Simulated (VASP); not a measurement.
# CoSi2 (Fm-3m) in VASP: further runs

CoSi2 is run at these levels: PBEsol; tasks: single point.

Everything below comes from runs of VASP 6.6.1. Logs are shortened: lines on timing, memory, paths and dates and some standing lists are left out, and cuts for length are marked.

### 1 The cell of the first run

Symmetry: Fm-3m, No. 225, cubic system. The conventional cell has a = 5.365 Å, b = 5.365 Å, c = 5.365 Å, α = 90.00°, β = 90.00°, γ = 90.00°. Co (site symmetry m-3m) has 8 Si at 2.32 Å within 3.1 Å. Si (site symmetry -43m) has 4 Co at 2.32 Å and 6 Si at 2.68 Å within 3.1 Å.

### 2 Single point, PBEsol (12.87 Å³/atom)

INCAR

```
  ALGO = Normal
  EDIFF = 1E-6
  ENCUT = 520
  GGA = PS
  ISIF = 2
  ISMEAR = 0
  LASPH = True
  LCHARG = False
  LREAL = False
  LWAVE = False
  NBANDS = 16
  NELM = 80
  PREC = Accurate
  SIGMA = 0.1
```

KPOINTS

```
k-points
0
Gamma
  14 14 14
```

POSCAR

```
CoSi2
1.0
    0.0000000000      2.6825395344      2.6825395344
    2.6825395344      0.0000000000      2.6825395344
    2.6825395344      2.6825395344      0.0000000000
Co Si
1 2
Direct
    0.0000000000      0.0000000000      0.0000000000
    0.2500000000      0.2500000000      0.2500000000
    0.7500000000      0.7500000000      0.7500000000
```

Potentials or basis: VASP PAW PBE potentials, release 64 (Co, Si).

On the command line:

```sh
> cat potpaw_PBE.64/Co/POTCAR potpaw_PBE.64/Si/POTCAR > POTCAR
> mpirun -np 1 vasp_std > vasp.out
```

OUTCAR:

```text
EDIFF = 1E-6
   ENCUT = 520
   GGA = PS
   ISIF = 2
   ISMEAR = 0
   LASPH = True
   LREAL = False
   NELM = 80
   PREC = Accurate

 ion  position               nearest neighbor table
   1  0.000  0.000  0.000-   3 2.32   3 2.32   3 2.32   2 2.32   3 2.32   2 2.32   2 2.32   2 2.32

   2  0.250  0.250  0.250-   1 2.32   1 2.32   1 2.32   1 2.32   3 2.68   3 2.68   3 2.68   3 2.68
                             3 2.68   3 2.68
   3  0.750  0.750  0.750-   1 2.32   1 2.32   1 2.32   1 2.32   2 2.68   2 2.68   2 2.68   2 2.68
                             2 2.68   2 2.68

  LATTYP: Found a face centered cubic cell.
 ALAT       =     5.3650790688

  Lattice vectors:

 A1 = (   0.0000000000,   2.6825395344,   2.6825395344)
 A2 = (   2.6825395344,   0.0000000000,   2.6825395344)
 A3 = (   2.6825395344,   2.6825395344,   0.0000000000)

Analysis of symmetry for initial positions (statically):
=====================================================================
 Subroutine PRICEL returns:
 Original cell was already a primitive cell.

 Routine SETGRP: Setting up the symmetry group for a
 face centered cubic supercell.

 Subroutine GETGRP returns: Found 48 space group operations
 (whereof 48 operations were pure point group operations)
 out of a pool of 48 trial point group operations.

The static configuration has the point symmetry O_h .

Analysis of symmetry for dynamics (positions and initial velocities):
=====================================================================
 Subroutine PRICEL returns:
 Original cell was already a primitive cell.

 Routine SETGRP: Setting up the symmetry group for a
 face centered cubic supercell.

 Subroutine GETGRP returns: Found 48 space group operations
 (whereof 48 operations were pure point group operations)
 out of a pool of 48 trial point group operations.

The dynamic configuration has the point symmetry O_h .

 Subroutine INISYM returns: Found 48 space group operations
 (whereof 48 operations are pure point group operations),
 and found     1 'primitive' translations

----------------------------------------------------------------------------------------

                                     Primitive cell

  volume of cell :      38.6072

  direct lattice vectors                    reciprocal lattice vectors
     0.000000000  2.682539534  2.682539534    -0.186390543  0.186390543  0.186390543
     2.682539534  0.000000000  2.682539534     0.186390543 -0.186390543  0.186390543
     2.682539534  2.682539534  0.000000000     0.186390543  0.186390543 -0.186390543

  length of vectors
     3.793683791  3.793683791  3.793683791     0.322837890  0.322837890  0.322837890

  position of ions in fractional coordinates (direct lattice)
     0.000000000  0.000000000  0.000000000
     0.250000000  0.250000000  0.250000000
     0.750000000  0.750000000  0.750000000

  ion indices of the primitive-cell ions
   primitive index   ion index
                 1           1
                 2           2
                 3           3

----------------------------------------------------------------------------------------

 KPOINTS: k-points

Automatic generation of k-mesh.
 Grid dimensions read from file:
 generate k-points for:   14   14   14

 Generating k-lattice:

  Cartesian coordinates                     Fractional coordinates (reciprocal lattice)
    -0.013313610  0.013313610  0.013313610     0.071428571  0.000000000  0.000000000
     0.013313610 -0.013313610  0.013313610     0.000000000  0.071428571  0.000000000
     0.013313610  0.013313610 -0.013313610     0.000000000  0.000000000  0.071428571

  Length of vectors
     0.023059849  0.023059849  0.023059849

  Shift w.r.t. Gamma in fractional coordinates (k-lattice)
     0.000000000  0.000000000  0.000000000

 Subroutine IBZKPT returns following result:
 ===========================================

 Found    104 irreducible k-points:

 Following reciprocal coordinates:
            Coordinates               Weight
  0.000000  0.000000  0.000000      1.000000
  0.071429  0.000000  0.000000      8.000000
  0.142857  0.000000  0.000000      8.000000
  0.214286  0.000000  0.000000      8.000000
  0.285714  0.000000  0.000000      8.000000
  0.357143  0.000000  0.000000      8.000000
[... 16 lines left out ...]
  0.214286  0.142857  0.000000     24.000000
  0.285714  0.142857  0.000000     24.000000
 [... further k-points ...]
   k-points           NKPTS =    104   k-points in BZ     NKDIM =    104   number of bands    NBANDS=     16
   number of dos      NEDOS =    301   number of ions     NIONS =      3
   total plane-waves  NPLWV =  21952
   dimension x,y,z NGX =    28 NGY =   28 NGZ =   28
   dimension x,y,z NGXF=    56 NGYF=   56 NGZF=   56
   ions per type =               1   2
   NGX,Y,Z   is equivalent  to a cutoff of  12.27, 12.27, 12.27 a.u.
   NGXF,Y,Z  is equivalent  to a cutoff of  24.54, 24.54, 24.54 a.u.
 SYSTEM =  unknown system
   PREC   = accura    normal or accurate (medium, high low for compatibility)
   ISTART =      0    job   : 0-new  1-cont  2-samecut
   ICHARG =      2    charge: 1-file 2-atom 10-const
   ISPIN  =      1    spin polarized calculation?
   LNONCOLLINEAR =      F non collinear calculations
   LSORBIT =      F    spin-orbit coupling
   LASPH  =      T    aspherical Exc in radial PAW
   ENCUT  =  520.0 eV  38.22 Ry    6.18 a.u.   7.05  7.05  7.05*2*pi/ulx,y,z
   NELM   =     80;   NELMIN=  2; NELMDL= -5     # of ELM steps
   EDIFF  = 0.1E-05   stopping-criterion for ELM
   LREAL  =      F    real-space projection
   EDIFFG = 0.1E-04   stopping-criterion for IOM
   NSW    =      0    number of steps for IOM
   IBRION =     -1    ionic relax: 0-MD 1-quasi-New 2-CG
   NFREE  =      0    steps in history (QN), initial steepest desc. (CG)
   ISIF   =      2    stress and relaxation
   ISYM   =      2    0-nonsym 1-usesym 2-fastsym
   POTIM  = 0.5000    time-step for ionic-motion
   TEBEG  =    0.0;   TEEND  =   0.0 temperature during run
   PSTRESS=    0.0 pullay stress
   NELECT =      17.0000    total number of electrons
   NUPDOWN=      -1.0000    fix difference up-down
   EMIN   =  10.00;   EMAX   =-10.00  energy-range for DOS
   EFERMI =   0.00;   METHOD = LEGACY
   ISMEAR =     0;   SIGMA  =   0.10  broadening in eV -4-tet -1-fermi 0-gaus
   EFERMI_NEDOS =   21; number of points for ismear=-14 and -15
   IALGO  =     38    algorithm
   IMIX   =      4    mixing-type and parameters
     AMIX     =   0.40;   BMIX     =  1.00
     AMIX_MAG =   1.60;   BMIX_MAG =  1.00
  volume/ion in A,a.u.               =      12.87        86.84
  Fermi-wavevector in a.u.,A,eV,Ry     =   1.245475  2.353606 21.105465  1.551208
  Thomas-Fermi vector in A             =   2.379696
   LORBIT       =      0    0 simple, 1 ext, 2 COOP (PROOUT), +10 PAW based schemes
   GGA     = PS    functional components
   LHFCALC =     F    Hartree Fock is set to
   AEXX    =    0.0000 exact exchange contribution
   IVDW    =     0    specifies the selected vdW correction
   LEPSILON=     F    determine dielectric tensor
   LRPA    =     F    only Hartree local field effects (RPA)
 non-spin polarized calculation
 Gauss-broadening in eV      SIGMA  =   0.10
  energy-cutoff  :      520.00
  volume of cell :       38.61
 maximum number of plane-waves:      1056
   NGX = 15   NGY = 15   NGZ = 15

 number of electron      16.9999994 magnetization

 Free energy of the ion-electron system (eV)
  ---------------------------------------------------
  ext. energy  EPLUGINS =         0.00000000
  ---------------------------------------------------
  free energy    TOTEN  =       -20.96571478 eV

  energy without entropy =      -20.96048029  energy(sigma->0) =      -20.96309754

 E-fermi :   9.9436     XC(G=0): -11.8324

 val. band max:        9.9427062013   @ k =   0.4286   0.2143   0.0714
 cond. band min:       9.9612146889   @ k =   0.3571   0.0714   0.0000
 fundamental gap:      0.0185084876
 Fermi energy:         9.9435796792

 k-point     1 :       0.0000    0.0000    0.0000
  band No.  band energies     occupation
      1      -3.1512      2.00000
      2       5.8701      2.00000
      3       5.8701      2.00000
      4       5.8701      2.00000
      5       8.0412      2.00000
      6       8.0412      2.00000
[... 8 lines left out ...]
     15      15.5638      0.00000
     16      15.5638      0.00000

 k-point     2 :       0.0714    0.0000    0.0000
  band No.  band energies     occupation
      1      -3.0739      2.00000
      2       5.6761      2.00000
      3       5.8977      2.00000
      4       5.8977      2.00000
      5       8.0173      2.00000
      6       8.0173      2.00000
[... 8 lines left out ...]
     15      15.3045      0.00000
     16      15.4143      0.00000

 k-point     3 :       0.1429    0.0000    0.0000
  band No.  band energies     occupation
      1      -2.8431      2.00000
      2       5.1472      2.00000
      3       5.9756      2.00000
      4       5.9756      2.00000
      5       7.9598      2.00000
      6       7.9598      2.00000
[... 8 lines left out ...]
     15      15.2563      0.00000
     16      15.8401      0.00000

 k-point     4 :       0.2143    0.0000    0.0000
  band No.  band energies     occupation
      1      -2.4619      2.00000
      2       4.3798      2.00000
      3       6.0877      2.00000
      4       6.0877      2.00000
      5       7.9066      2.00000
      6       7.9066      2.00000
[... 8 lines left out ...]
     15      16.0622      0.00000
     16      16.8820      0.00000
[... 324 lines left out ...]
 k-point    22 :       0.1429    0.1429    0.0000
  band No.  band energies     occupation
      1      -2.7404      2.00000
      2       5.2324      2.00000
      3       5.8913      2.00000
      4       5.8913      2.00000
      5       7.6389      2.00000
      6       8.1430      2.00000
[... 8 lines left out ...]
     15      16.3681      0.00000
     16      16.3681      0.00000

 k-point    23 :       0.2143    0.1429    0.0000
  band No.  band energies     occupation
      1      -2.4607      2.00000
      2       4.7979      2.00000
      3       5.9288      2.00000
      4       5.9681      2.00000
      5       7.4144      2.00000
      6       8.1797      2.00000
[... 8 lines left out ...]
     15      17.2323      0.00000
     16      17.3409      0.00000

 k-point    24 :       0.2857    0.1429    0.0000
  band No.  band energies     occupation
      1      -2.0335      2.00000
      2       4.1042      2.00000
      3       6.0065      2.00000
      4       6.0792      2.00000
      5       7.2143      2.00000
      6       8.2159      2.00000
[... 8 lines left out ...]
     15      18.2317      0.00000
     16      18.4734      0.00000

 [... further k-points ...]
[... 5 lines left out ...]
  --------------------------------------------------------------------------------------
  -------------------------------------------------------------------------------------
  Total       -1.2923548     -1.2923548     -1.2923548      0.0000000      0.0000000     -0.0000000
  in kB      -53.6319936    -53.6319936    -53.6319936      0.0000000      0.0000000     -0.0000000
  external PRESSURE =     -53.6319936 kB  Pullay stress =       0.0000000 kB

 VOLUME and BASIS-vectors are now :
 -----------------------------------------------------------------------------
  energy-cutoff  :      520.00
  volume of cell :       38.61
      direct lattice vectors                 reciprocal lattice vectors
     0.000000000  2.682539534  2.682539534    -0.186390543  0.186390543  0.186390543
     2.682539534  0.000000000  2.682539534     0.186390543 -0.186390543  0.186390543
     2.682539534  2.682539534  0.000000000     0.186390543  0.186390543 -0.186390543

 POSITION                                       TOTAL-FORCE (eV/Angst)
 -----------------------------------------------------------------------------------
      0.00000      0.00000      0.00000         0.000000      0.000000      0.000000
      1.34127      1.34127      1.34127        -0.000000     -0.000000     -0.000000
      4.02381      4.02381      4.02381         0.000000      0.000000      0.000000
 -----------------------------------------------------------------------------------
    total drift:                               -0.000000     -0.000000      0.000000

  FREE ENERGIE OF THE ION-ELECTRON SYSTEM (eV)
  ---------------------------------------------------
  free  energy   TOTEN  =       -20.9657147782 eV

  energy  without entropy=      -20.9604802929  energy(sigma->0) =      -20.96309754
```

Wall time 1.7 min (1 thread of AMD EPYC 7R13, shared host); peak memory 0.17 GiB.

What came out:

```yaml
Free_energy: -20.9657 eV
Pressure: -5.4 GPa
Band_gap_on_the_k_mesh: zero (an odd number of electrons rules out a gap without spin polarisation)
```

Caveat: the cell stands under tension; the PAW data sets were made with another functional, which shifts forces and pressure a little; the run has no spin polarisation, though such a crystal can be magnetic.

### 3 Single point, PBEsol (13.24 Å³/atom)

This run uses another cell than the first one, of 13.24 Å³/atom.

INCAR

```
SYSTEM = CoSi2
PREC     = Accurate       ! precision mode
ENCUT    = 520            ! plane-wave cutoff, eV
EDIFF    = 1E-6           ! SCF threshold, eV
ISMEAR   = 0              ! smearing method
SIGMA    = 0.1            ! smearing width, eV
LREAL    = .FALSE.        ! projectors in reciprocal space
LASPH    = .TRUE.         ! aspherical terms in the spheres
NELM     = 80             ! most SCF steps
ALGO     = Normal         ! electronic algorithm
ISIF     = 2              ! what is computed and relaxed
LWAVE    = .FALSE.        ! write WAVECAR
LCHARG   = .FALSE.        ! write CHGCAR
GGA      = PS             ! functional
NBANDS   = 16             ! bands
```

KPOINTS

```
regular mesh
0
G
  14 14 14
  0 0 0
```

POSCAR

```
CoSi2
1.0
    0.0000000000      2.7083347662      2.7083347662
    2.7083347662      0.0000000000      2.7083347662
    2.7083347662      2.7083347662      0.0000000000
Co Si
1 2
Direct
    0.0000000000      0.0000000000      0.0000000000
    0.2500000000      0.2500000000      0.2500000000
    0.7500000000      0.7500000000      0.7500000000
```

Potentials or basis: VASP PAW PBE potentials, release 64 (Co, Si).

On the command line:

```sh
> cat potpaw_PBE.64/Co/POTCAR potpaw_PBE.64/Si/POTCAR > POTCAR
> mpirun -np 1 vasp_std > vasp.out
```

Wall time 86 s (1 thread of AMD EPYC 7R13, shared host); peak memory 0.17 GiB.

It converged, with:

```yaml
Free_energy: -20.9122 eV
Pressure: -9.9 GPa
Band_gap_on_the_k_mesh: zero (an odd number of electrons rules out a gap without spin polarisation)
```

Levels at points of the mesh, in eV from the Fermi level:
```csv
k point,band 6,band 7,band 8,band 9,band 10,band 11,band 12,band 13
"(0.00, 0.00, 0.00)",-1.81,0.45,3.28,3.28,3.28,3.40,3.40,3.40
"(0.50, 0.00, 0.00)",-1.56,-1.56,-0.46,-0.46,2.53,3.31,3.31,4.05
"(0.50, 0.50, 0.00)",-1.90,-1.90,-1.84,-1.27,1.43,2.85,8.54,9.24
```

Caveat: the cell stands under tension; the PAW data sets were made with another functional, which shifts forces and pressure a little; the run has no spin polarisation, though such a crystal can be magnetic. Spin polarisation is off, so any magnetic state and its effect on volume and gap are missing.

The gap in the log of VASP goes by the Fermi energy; the results here count the filled bands.